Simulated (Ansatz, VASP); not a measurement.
## Sn2GeSe3: VASP beside Ansatz

```
CELL_PARAMETERS angstrom
3.75247 2.16649 3.45231
-3.75247 2.16649 3.45231
0.00000 -4.33298 3.45231
ATOMIC_POSITIONS crystal
Sn 0.66530 0.66530 0.66530
Sn 0.33470 0.33470 0.33470
Ge 0.00000 0.00000 0.00000
Se 0.00000 0.50000 0.00000
Se 0.50000 0.00000 0.00000
Se 0.00000 0.00000 0.50000
```

Change from the starting cell: species swapped into the Zr2Co3Mo type (R-3m, No. 166).

Alike in both runs: functional PBE; k mesh 3 × 3 × 3; occupations gaussian, width 0.1 eV; no spin polarisation.

Ansatz relaxed the structure, and its values are those at the end. VASP's run is a single point on that final structure, the one shown.

|  | VASP | Ansatz |
| --- | --- | --- |
| version | VASP 6.6.1 | Ansatz 0.2.0 |
| potentials or method | VASP PAW PBE potentials, release 64 (Sn_d, Ge_d, Se), cutoff 520 eV | scalar-relativistic, plane waves, PAW |
| valence electrons in the cell | 60 | 90 |

|  | VASP | Ansatz | Ansatz less VASP |
| --- | --- | --- | --- |
| gap on the k mesh at the Fermi level (eV) | 0.03 | 0.02 | -0.013 |
| least direct gap on the mesh (eV) | 0.03 | 0.02 | -0.013 |
| pressure (GPa) | 0.1 | 0.1 | -0.01 |

VASP's potentials hold 60 valence electrons a cell and Ansatz's 90, so a difference there can come from the potentials and not from the codes.
